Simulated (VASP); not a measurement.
Set up this calculation in VASP 6.6.1, as the native input.

- Task: single point
- Functional: LDA
- Potentials or basis: VASP PAW LDA potentials, release 64 (Hf_pv, C)
- Cutoff: 520 eV
- k mesh: 9 × 9 × 5
- Occupations: fermi-dirac, width 0.05 eV
- Spin: no spin polarisation
- Dipole correction: no
- Further INCAR settings: ALGO = Normal; EDIFF = 1e-06; NBANDS = 22

The structure of HfC lies in POSCAR:

```
HfC
1.0
    3.2746251489      0.0000000000      0.0000000000
   -1.6373125744      2.8359085668      0.0000000000
    0.0000000000      0.0000000000      5.0965063620
Hf C
2 2
Direct
    0.3333333333      0.6666666667      0.2500000000
    0.6666666667      0.3333333333      0.7500000000
    0.0000000000      0.0000000000      0.5000000000
    0.0000000000      0.0000000000      0.0000000000
```

One way to write it, as run:

INCAR

```
PREC = Accurate ; ENCUT = 520
EDIFF = 1E-6 ; ISMEAR = -1
SIGMA = 0.05 ; LREAL = False
LASPH = True ; NELM = 80
ALGO = Normal ; ISIF = 2
LWAVE = False ; LCHARG = True
LELF = True ; LVHAR = True
NBANDS = 22
```

KPOINTS

```
Automatic mesh
0
Gamma
  9 9 5
```

Potentials or basis: VASP PAW LDA potentials, release 64 (Hf_pv, C).

The run is started by

```console
$ cat potpaw_LDA.64/Hf_pv/POTCAR potpaw_LDA.64/C/POTCAR > POTCAR
$ mpirun -np 1 vasp_std > vasp.out
```

It gave:

```yaml
Pressure: 2.7 GPa
Band_gap_on_the_k_mesh: zero (band 14 reaches 7.80 eV, above the bottom of band 15 at 6.71 eV)
```

Caveat: spin-orbit coupling is left out, which moves the levels of the heavy elements.

Wall time 53 s on 1 thread of AMD EPYC 7R13, on a shared host, peak memory 0.13 GiB.
